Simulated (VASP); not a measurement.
Wanted: the native input for a VASP 6.6.1 run.

```
Task                   : single point
Functional             : PBEsol
Potentials or basis    : VASP PAW PBE potentials, release 64 (Zn, S)
Cutoff                 : 520 eV
k mesh                 : 7 × 5 × 1
Occupations            : gaussian, width 0.05 eV
Spin                   : no spin polarisation
Dipole correction      : yes
Further INCAR settings : LREAL = Auto; ALGO = Normal; EDIFF = 1e-06; NBANDS = 86
```

The structure of ZnS lies in POSCAR:

```
ZnS
1.0
    3.7815694933      0.0000000000      0.0000000000
    0.0000000000      6.2089941857      0.0000000000
    0.0000000000      0.0000000000     25.9164508246
Zn S
8 8
Direct
    0.0000000000      0.9476924870      0.3095687175
    0.5000000000      0.5118683167      0.3270081009
    0.5000000000      1.0004301441      0.4175933899
    0.0000000000      0.5039407938      0.4563928822
    0.0000000000      1.0039407514      0.5436071202
    0.5000000000      0.5004300866      0.5824066063
    0.5000000000      1.0118682235      0.6729918976
    0.0000000000      0.4476923698      0.6904312839
    0.0000000000      0.6118687224      0.2829093616
    0.5000000000      0.1289309397      0.3321157969
    0.5000000000      0.6265034110      0.4141113718
    0.0000000000      0.1287654932      0.4588894275
    0.0000000000      0.6287654613      0.5411105666
    0.5000000000      0.1265033459      0.5858886241
    0.5000000000      0.6289308523      0.6678842089
    0.0000000000      0.1118686013      0.7170906443
```

These files were run (other wordings do the same):

INCAR

```
PREC = Accurate ; ENCUT = 520
EDIFF = 1E-6 ; ISMEAR = 0
SIGMA = 0.05 ; LREAL = Auto
LASPH = T ; NELM = 60
ALGO = Normal ; ISIF = 2
LWAVE = F ; LCHARG = F
LDIPOL = T ; IDIPOL = 3
DIPOL = 0.5 0.5 0.500 ; GGA = PS
NBANDS = 86
```

KPOINTS

```
regular mesh
0
Gamma
  7 5 1
```

Potentials or basis: VASP PAW PBE potentials, release 64 (Zn, S).

Run with:

```console
$ cat potpaw_PBE.64/Zn/POTCAR potpaw_PBE.64/S/POTCAR > POTCAR
$ mpirun -np 1 vasp_std > vasp.out
```

It gave:

* Largest force: 0.017 eV/Å
* Band gap on the k mesh: 2.24 eV

Caveat: the PAW data sets were made with another functional, which shifts forces and pressure a little.

Wall time 49 min on 1 thread of Intel Xeon 8259CL (shared host), peak memory 0.79 GiB.
